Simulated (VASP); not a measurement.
Crystal: Co.

```
Co
1.0
     2.47200    0.00000    0.00000
    -1.23600    2.14081    0.00000
     0.00000    0.00000    4.02114
Co
2
Cartesian
  1.2360 0.7136 3.0159
  0.0000 1.4272 1.0053
```

| Item | Value |
| --- | --- |
| Program | VASP 6.6.1 |
| Task | relaxation of cell and atoms |
| Functional | BLYP |
| Potentials or basis | VASP PAW PBE potentials, release 64 (Co) |
| Cutoff | 600 eV |
| k mesh | 12 × 12 × 7 |
| Occupations | fermi-dirac, width 0.05 eV |
| Spin | collinear spin, ferromagnetic start |
| Starting moments | [2.0, 2.0] μB |

At the start: pressure 13.4 GPa; volume 10.64 Å³/atom.

Q: How do energy, volume and symmetry change on relaxing?

A: Over 6 steps the energy falls by 28.8 meV/atom and the volume is 11.34 Å³/atom (+6.6 %); space group P6_3/mmc (No. 194, to 0.1 Å) before and after; moment 3.25 μB per cell.

The path:
```csv
step,energy change (eV),largest force (eV/Å),pressure (GPa),volume (Å³)
1,0.0000,0.0000,13.44,21.28
2,-0.0104,0.0000,-9.86,24.15
3,-0.0570,0.0000,-0.18,22.72
4,-0.0570,0.0000,0.00,22.69
5,-0.0575,0.0000,0.09,22.68
6,-0.0575,0.0000,0.08,22.68
```

Final structure:
```yaml
crystal:
  lattice:
    - [2.53455, 0.00000, 0.00000]
    - [-1.26727, 2.19498, 0.00000]
    - [0.00000, 0.00000, 4.07724]
  atoms:
    - { symbol: Co, position: [0.66667, 0.33333, 0.75000] }
    - { symbol: Co, position: [0.33333, 0.66667, 0.25000] }
```

Caveat: the PAW data sets were made with another functional, which shifts forces and pressure a little.
